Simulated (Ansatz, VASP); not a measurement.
AlN: VASP beside Ansatz

```
Al N
1.0
     0.00000    2.20126    2.20126
     2.20126    0.00000    2.20126
     2.20126    2.20126    0.00000
Al N
1 1
Direct
  0.00000 0.00000 0.00000
  0.25000 0.25000 0.25000
```

Alike in both runs: functional PBE; k mesh 10 × 10 × 10; occupations gaussian, width 0.02 eV; no spin polarisation.

Ansatz relaxed the structure, and its values are those at the end. VASP's run is a single point on that final structure, the one shown.

|  | VASP | Ansatz |
| --- | --- | --- |
| version | VASP 6.6.1 | Ansatz 0.2.0 |
| potentials or method | VASP PAW PBE potentials, release 64 (Al, N), cutoff 600 eV | scalar-relativistic, plane waves, PAW |
| valence electrons in the cell | 8 | 8 |

Ansatz gave:

| Quantity | Value |
| --- | --- |
| gap on the k mesh at the Fermi level (eV) | 3.31 |
| least direct gap on the mesh (eV) | 3.98 |
| pressure (GPa) | 0.0 |

Task: Which values does VASP return?

Result: gap on the k mesh at the Fermi level (eV): 3.31; least direct gap on the mesh (eV): 3.99; pressure (GPa): -0.3.

With one functional, cell and mesh, what is left measures potentials, basis and numerics.
